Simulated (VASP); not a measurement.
The system is Y.

```
Y
1.0
     3.64740    0.00000    0.00000
    -1.82370    3.15874    0.00000
     0.00000    0.00000    5.73060
Y
2
Direct
  0.33333 0.66667 0.25000
  0.66667 0.33333 0.75000
```

```yaml
Program: VASP 6.6.1
Task: relaxation of cell and atoms
Functional: LDA
Potentials_or_basis: VASP PAW LDA potentials, release 64 (Y_sv)
Cutoff: 600 eV
k_mesh: 8 × 8 × 5
Occupations: gaussian, width 0.05 eV
Spin: no spin polarisation
```

At the start: pressure -3.9 GPa; volume 33.01 Å³/atom.

Q: Where does the relaxation end?

A: Over 9 steps the energy falls by 42.0 meV/atom and the volume is 29.70 Å³/atom (-10.0 %); space group P6_3/mmc (No. 194, to 0.05 Å).

Step by step:
```csv
step,energy change (eV),largest force (eV/Å),pressure (GPa),volume (Å³)
1,0.0000,0.0000,-3.87,66.02
2,-0.0820,0.0000,0.56,58.69
3,-0.0834,0.0000,0.00,59.47
4,-0.0834,0.0000,-0.08,59.60
5,-0.0836,0.0000,-0.09,59.58
6,-0.0839,0.0000,-0.10,59.51
7,-0.0839,0.0000,-0.10,59.53
8,-0.0839,0.0000,0.06,59.29
9,-0.0839,0.0000,0.00,59.39
```

Final structure:
```
CELL_PARAMETERS angstrom
3.51260 0.00000 0.00000
-1.75630 3.04200 0.00000
0.00000 0.00000 5.55846
ATOMIC_POSITIONS crystal
Y 0.33333 0.66667 0.25000
Y 0.66667 0.33333 0.75000
```

Caveat: the volume moved by -10 % from the deposited cell, more than functionals usually miss.
